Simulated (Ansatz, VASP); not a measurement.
**SiC: VASP beside Ansatz**

INCAR

```
SYSTEM = SiC
PREC = Accurate
ENCUT = 520
EDIFF = 1E-6
ISMEAR = 0
SIGMA = 0.02
LREAL = .FALSE.
LASPH = .TRUE.
NELM = 80
ALGO = Normal
ISIF = 2
LWAVE = .FALSE.
LCHARG = .FALSE.
GGA = PS
NBANDS = 16
```

KPOINTS

```
Automatic mesh
0
G
  12 12 6
  0 0 0
```

File POSCAR:

```
SiC
1.0
    3.0759438457      0.0000000000      0.0000000000
   -1.5379719229      2.6638455110      0.0000000000
    0.0000000000      0.0000000000      5.0477648992
Si C
2 2
Direct
    0.3333333333      0.6666666667      0.0045894445
    0.6666666667      0.3333333333      0.5045894445
    0.3333333333      0.6666666667      0.3804105555
    0.6666666667      0.3333333333      0.8804105555
```

Input for Ansatz:

```yaml
crystal:
  lattice:
    - [3.0759438457, 0.0, 0.0]
    - [-1.5379719229, 2.663845511, 0.0]
    - [0.0, 0.0, 5.0477648992]
  atoms:
    - { symbol: Si, position: [0.3333333333, 0.6666666667, 0.0045894445] }
    - { symbol: Si, position: [0.6666666667, 0.3333333333, 0.5045894445] }
    - { symbol: C, position: [0.3333333333, 0.6666666667, 0.3804105555] }
    - { symbol: C, position: [0.6666666667, 0.3333333333, 0.8804105555] }
basis:
  ecutwfc: 420
kpoints:
  mp_grid: { grid: [12, 12, 6] }
hamiltonian:
  xc: pbesol
scf:
  occupations: { method: gaussian, width: 0.02 }
output:
  eigenvalues: true
  states_by_energy: {}
checkpoint:
  read: start.run
  write: ck
  compress: false
  write_wavefunctions: false
  write_every: 100000
```

Alike in both runs: task single point; functional PBEsol; k mesh 12 × 12 × 6; occupations gaussian, width 0.02 eV; no spin polarisation.

```csv
,VASP,Ansatz
version,VASP 6.6.1,Ansatz 0.2.0
potentials or method,"VASP PAW PBE potentials, release 64 (Si, C), cutoff 520 eV","scalar-relativistic, plane waves, PAW"
valence electrons in the cell,16,16
```

|  | VASP | Ansatz | Ansatz less VASP |
| --- | --- | --- | --- |
| gap on the k mesh at the Fermi level (eV) | 2.11 | 2.12 | +0.011 |
| least direct gap on the mesh (eV) | 3.85 | 3.86 | +0.008 |

VASP's potentials were made for PBE, not for PBEsol.
